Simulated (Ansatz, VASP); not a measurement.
# Two plane-wave programs on W

The input INCAR:

```
PREC = Accurate ; ENCUT = 520
EDIFF = 1E-6 ; ISMEAR = -1
SIGMA = 0.1 ; LREAL = False
LASPH = True ; NELM = 60
ALGO = Normal ; ISIF = 2
LWAVE = False ; LCHARG = False
GGA = PE ; NBANDS = 13
```

File KPOINTS:

```
Automatic mesh
0
Gamma
  22 22 22
```

POSCAR

```
W
1.0
    0.0000000000      2.0967416533      2.0967416533
    2.0967416533      0.0000000000      2.0967416533
    2.0967416533      2.0967416533      0.0000000000
W
1
Direct
    0.0000000000      0.0000000000      0.0000000000
```

Input for Ansatz:

```yaml
crystal:
  lattice:
    - [0.0, 2.0967416533, 2.0967416533]
    - [2.0967416533, 0.0, 2.0967416533]
    - [2.0967416533, 2.0967416533, 0.0]
  atoms:
    - { symbol: W, position: [0.0, 0.0, 0.0] }
hamiltonian:
  xc: pbe
  pseudopotentials:
    kind: paw
    azcp:
      W: "pseudopotentials/W.paw.azcp"
basis:
  ecutwfc: 420
  fft_grid_basis: typed
kpoints:
  mp_grid: { grid: [22, 22, 22], shift: [0, 0, 0] }
magnetization:
  spin_polarized: false
scf:
  occupations: { method: fermi_dirac, width: 0.1 }
output:
  stress: true
```

Alike in both runs: task single point; functional PBE; k mesh 22 × 22 × 22; occupations fermi-dirac, width 0.1 eV; no spin polarisation.

```csv
,VASP,Ansatz
version,VASP 6.6.1,Ansatz 0.2.0
potentials or method,"VASP PAW PBE potentials, release 64 (W_sv), cutoff 520 eV","plane waves (420 eV) with PAW, scalar-relativistic"
valence electrons in the cell,14,14
```

```csv
,VASP,Ansatz,Ansatz less VASP
pressure (GPa),-25.2,-25.4,-0.19
```

Neither program's run includes spin-orbit coupling.
